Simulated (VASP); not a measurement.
# Mn (Fm-3m) in VASP: further runs, part 2 of 3

VASP 6.6.1. Earlier steps stand in the parts before.

### Step 3. Single point, r2SCAN, collinear spin, ferromagnetic start (16.11 Å³/atom)

This run uses another cell than the first one, of 16.11 Å³/atom.

POSCAR

```
Mn
1.0
    0.0000000000      2.0047029494      2.0047029494
    2.0047029494      0.0000000000      2.0047029494
    2.0047029494      2.0047029494      0.0000000000
Mn
1
Direct
    0.0000000000      0.0000000000      0.0000000000
```

INCAR.step1

```
SYSTEM = Mn
PREC     = Accurate       ! precision mode
ENCUT    = 520            ! plane-wave cutoff, eV
ISMEAR   = -1             ! smearing method
SIGMA    = 0.05           ! smearing width, eV
LREAL    = .FALSE.        ! projectors in reciprocal space
LASPH    = .TRUE.         ! aspherical terms in the spheres
NELM     = 150            ! most SCF steps
ISPIN    = 2              ! spin polarisation
MAGMOM   = 3.802          ! initial moments
LMAXMIX  = 4              ! l up to which the mixer works
NBANDS   = 16             ! bands
GGA      = PE             ! functional
ALGO     = Normal         ! electronic algorithm
EDIFF    = 1E-4           ! SCF threshold, eV
LWAVE    = .TRUE.         ! write WAVECAR
LCHARG   = .FALSE.        ! write CHGCAR
```

INCAR.step2

```
SYSTEM = Mn
PREC     = Accurate       ! precision mode
ENCUT    = 520            ! plane-wave cutoff, eV
EDIFF    = 1E-6           ! SCF threshold, eV
ISMEAR   = -1             ! smearing method
SIGMA    = 0.05           ! smearing width, eV
LREAL    = .FALSE.        ! projectors in reciprocal space
LASPH    = .TRUE.         ! aspherical terms in the spheres
NELM     = 150            ! most SCF steps
ALGO     = Normal         ! electronic algorithm
ISIF     = 2              ! what is computed and relaxed
LWAVE    = .FALSE.        ! write WAVECAR
LCHARG   = .FALSE.        ! write CHGCAR
ISPIN    = 2              ! spin polarisation
MAGMOM   = 3.802          ! initial moments
LORBIT   = 11             ! projections on sites
LMAXMIX  = 4              ! l up to which the mixer works
METAGGA  = R2SCAN         ! meta-GGA
LMIXTAU  = .TRUE.       
NBANDS   = 16             ! bands
ISTART   = 1
```

KPOINTS

```
regular mesh
0
G
  15 15 15
  0 0 0
```

Potentials or basis: VASP PAW PBE potentials, release 64 (Mn_pv).

On the command line:

```console
cat potpaw_PBE.64/Mn_pv/POTCAR > POTCAR
cp INCAR.step1 INCAR
mpirun -np 1 vasp_std > vasp.out
cp INCAR.step2 INCAR
mpirun -np 1 vasp_std > vasp.out
```

OUTCAR:

```text
SYSTEM = Mn
   PREC = Accurate
   ENCUT = 520
   EDIFF = 1E-6
   ISMEAR = -1
   LREAL = .FALSE.
   LASPH = .TRUE.
   NELM = 150
   ISIF = 2
   ISPIN = 2
   LORBIT = 11
   METAGGA = R2SCAN
   ISTART = 1

 ion  position               nearest neighbor table
   1  0.000  0.000  0.000-

  LATTYP: Found a face centered cubic cell.
 ALAT       =     4.0094058988

  Lattice vectors:

 A1 = (   0.0000000000,   2.0047029494,   2.0047029494)
 A2 = (   2.0047029494,   0.0000000000,   2.0047029494)
 A3 = (   2.0047029494,   2.0047029494,   0.0000000000)

Analysis of symmetry for initial positions (statically):
=====================================================================
 Subroutine PRICEL returns:
 Original cell was already a primitive cell.

 Routine SETGRP: Setting up the symmetry group for a
 face centered cubic supercell.

 Subroutine GETGRP returns: Found 48 space group operations
 (whereof 48 operations were pure point group operations)
 out of a pool of 48 trial point group operations.

The static configuration has the point symmetry O_h .

Analysis of symmetry for dynamics (positions and initial velocities):
=====================================================================
 Subroutine PRICEL returns:
 Original cell was already a primitive cell.

 Routine SETGRP: Setting up the symmetry group for a
 face centered cubic supercell.

 Subroutine GETGRP returns: Found 48 space group operations
 (whereof 48 operations were pure point group operations)
 out of a pool of 48 trial point group operations.

The dynamic configuration has the point symmetry O_h .

Analysis of structural, dynamic, and magnetic symmetry:
=====================================================================
 Subroutine PRICEL returns:
 Original cell was already a primitive cell.

 Routine SETGRP: Setting up the symmetry group for a
 face centered cubic supercell.

 Subroutine GETGRP returns: Found 48 space group operations
 (whereof 48 operations were pure point group operations)
 out of a pool of 48 trial point group operations.

[... 133 lines left out ...]
 NGX is ok and might be reduce to    24
   NGX = 11   NGY = 11   NGZ = 11

 number of electron      12.9999994 magnetization       3.9173079

 Free energy of the ion-electron system (eV)
  ---------------------------------------------------
  ext. energy  EPLUGINS =         0.00000000
  ---------------------------------------------------
  free energy    TOTEN  =       -14.57594908 eV

  energy without entropy =      -14.56830209  energy(sigma->0) =      -14.57212558

 E-fermi :   6.5643     XC(G=0): -12.6511

 val. band max:        6.5595169149   @ k =   0.4667   0.2000   0.0667
 cond. band min:       6.5678699446   @ k =   0.4667   0.2667   0.0667
 fundamental gap:      0.0083530296
 Fermi energy:         6.5643053256

 spin component 1

 k-point     1 :       0.0000    0.0000    0.0000
  band No.  band energies     occupation
      1     -45.2544      1.00000
      2     -45.2544      1.00000
      3     -45.2543      1.00000
      4      -1.3697      1.00000
      5       3.7147      1.00000
      6       3.7148      1.00000
[... 435 lines left out ...]
      5       3.3241      1.00000
      6       3.9961      1.00000
[... 8 lines left out ...]
     15      31.7984      0.00000
     16      32.9241      0.00000

 [... further k-points ...]

 spin component 2

 k-point     1 :       0.0000    0.0000    0.0000
  band No.  band energies     occupation
      1     -39.8426      1.00000
      2     -39.8426      1.00000
      3     -39.8423      1.00000
      4      -1.1417      1.00000
      5       8.4645      0.00000
      6       8.4646      0.00000
[... 435 lines left out ...]
      5       7.7554      0.00000
      6       8.8015      0.00000
[... 8 lines left out ...]
     15      34.6804      0.00000
     16      35.6499      0.00000

 [... further k-points ...]

------------------------ aborting loop because EDIFF is reached ----------------------------------------

  FORCE on cell =-STRESS in cart. coord.  units (eV):
  Direction    XX          YY          ZZ          XY          YZ          ZX
  --------------------------------------------------------------------------------------
  -------------------------------------------------------------------------------------
  Total       -0.2130954     -0.2130954     -0.2130954      0.0000000      0.0000000      0.0000000
  in kB      -21.1887133    -21.1887133    -21.1887133      0.0000000      0.0000000      0.0000000
  external PRESSURE =     -21.1887133 kB  Pullay stress =       0.0000000 kB

 VOLUME and BASIS-vectors are now :
 -----------------------------------------------------------------------------
  energy-cutoff  :      520.00
  volume of cell :       16.11
      direct lattice vectors                 reciprocal lattice vectors
     0.000000000  2.004702949  2.004702949    -0.249413510  0.249413510  0.249413510
     2.004702949  0.000000000  2.004702949     0.249413510 -0.249413510  0.249413510
     2.004702949  2.004702949  0.000000000     0.249413510  0.249413510 -0.249413510

 POSITION                                       TOTAL-FORCE (eV/Angst)
 -----------------------------------------------------------------------------------
      0.00000      0.00000      0.00000         0.000000      0.000000      0.000000
 -----------------------------------------------------------------------------------
    total drift:                               -0.000000      0.000000     -0.000000

  FREE ENERGIE OF THE ION-ELECTRON SYSTEM (eV)
  ---------------------------------------------------
  free  energy   TOTEN  =       -14.5759490763 eV

  energy  without entropy=      -14.5683020871  energy(sigma->0) =      -14.57212558

 total charge

# of ion       s       p       d       tot
------------------------------------------
    1        0.346   6.216   4.926  11.488

 magnetization (x)

# of ion       s       p       d       tot
------------------------------------------
    1       -0.010  -0.004   3.849   3.835
```

Wall time 1.7 min (1 thread of Intel Xeon 6975P-C (Granite Rapids), shared host); peak memory 0.18 GiB.

What came out:

```
Free energy                                           : -14.5759 eV
Pressure                                              : -2.1 GPa
Net moment                                            : 3.92 μB per cell
Site moments                                          : Mn +3.83 μB
Valence electrons inside the program's atomic spheres : Mn 11.49
```

Caveat: the PAW data sets were made with another functional, which shifts forces and pressure a little.

### Step 4. Single point, r2SCAN, collinear spin, ferromagnetic start (16.73 Å³/atom)

This run uses another cell than the first one, of 16.73 Å³/atom.

POSCAR

```
Mn
1.0
    0.0000000000      2.0300816303      2.0300816303
    2.0300816303      0.0000000000      2.0300816303
    2.0300816303      2.0300816303      0.0000000000
Mn
1
Direct
    0.0000000000      0.0000000000      0.0000000000
```

INCAR.step1

```
SYSTEM = Mn
ALGO     = Normal         ! electronic algorithm
EDIFF    = 1E-4           ! SCF threshold, eV
ENCUT    = 520            ! plane-wave cutoff, eV
GGA      = PE             ! functional
ISMEAR   = -1             ! smearing method
ISPIN    = 2              ! spin polarisation
LASPH    = .True.         ! aspherical terms in the spheres
LCHARG   = .False.        ! write CHGCAR
LMAXMIX  = 4              ! l up to which the mixer works
LREAL    = .False.        ! projectors in reciprocal space
LWAVE    = .True.         ! write WAVECAR
MAGMOM   = 3.802          ! initial moments
NBANDS   = 16             ! bands
NELM     = 150            ! most SCF steps
PREC     = Accurate       ! precision mode
SIGMA    = 0.05           ! smearing width, eV
```

INCAR.step2

```
SYSTEM = Mn
ALGO     = Normal         ! electronic algorithm
EDIFF    = 1E-6           ! SCF threshold, eV
ENCUT    = 520            ! plane-wave cutoff, eV
ISIF     = 2              ! what is computed and relaxed
ISMEAR   = -1             ! smearing method
ISPIN    = 2              ! spin polarisation
ISTART   = 1            
LASPH    = .True.         ! aspherical terms in the spheres
LCHARG   = .True.         ! write CHGCAR
LELF     = .True.         ! ELF
LMAXMIX  = 4              ! l up to which the mixer works
LMIXTAU  = .True.       
LORBIT   = 11             ! projections on sites
LREAL    = .False.        ! projectors in reciprocal space
LVHAR    = .True.       
LWAVE    = .False.        ! write WAVECAR
MAGMOM   = 3.802          ! initial moments
METAGGA  = R2SCAN         ! meta-GGA
NBANDS   = 16             ! bands
NELM     = 150            ! most SCF steps
PREC     = Accurate       ! precision mode
SIGMA    = 0.05           ! smearing width, eV
```

KPOINTS

```
k-points
0
Gamma
  15 15 15
  0 0 0
```

On the command line:

```console
cat potpaw_PBE.64/Mn_pv/POTCAR > POTCAR
cp INCAR.step1 INCAR
mpirun -np 1 vasp_std > vasp.out
cp INCAR.step2 INCAR
mpirun -np 1 vasp_std > vasp.out
```

Run time: 2 min. Hardware: 1 thread of Intel Xeon 6975P-C (Granite Rapids), shared host; peak memory 0.18 GiB.

Results (log left out):

| Item | Value |
| --- | --- |
| Free energy | -14.5622 eV |
| Pressure | -4.9 GPa |
| Net moment | 3.95 μB per cell |
| Site moments | Mn +3.87 μB |
| Valence electrons inside the program's atomic spheres | Mn 11.46 |

Levels at points of the mesh, in eV from the Fermi level:
Spin up:
```tsv
k point	band 7	band 8	band 9	band 10	band 11	band 12
(0.00, 0.00, 0.00)	-2.92	-2.15	-2.15	17.74	20.70	20.70
```
Spin down:
| k point | band 1 | band 2 | band 3 | band 4 | band 5 | band 6 | band 7 | band 8 | band 9 |
| --- | --- | --- | --- | --- | --- | --- | --- | --- | --- |
| (0.00, 0.00, 0.00) | -46.48 | -46.48 | -46.48 | -7.62 | 1.87 | 1.87 | 1.87 | 3.20 | 3.20 |

Caveat: the cell stands under tension; the PAW data sets were made with another functional, which shifts forces and pressure a little.

[end of part 2 of 3]
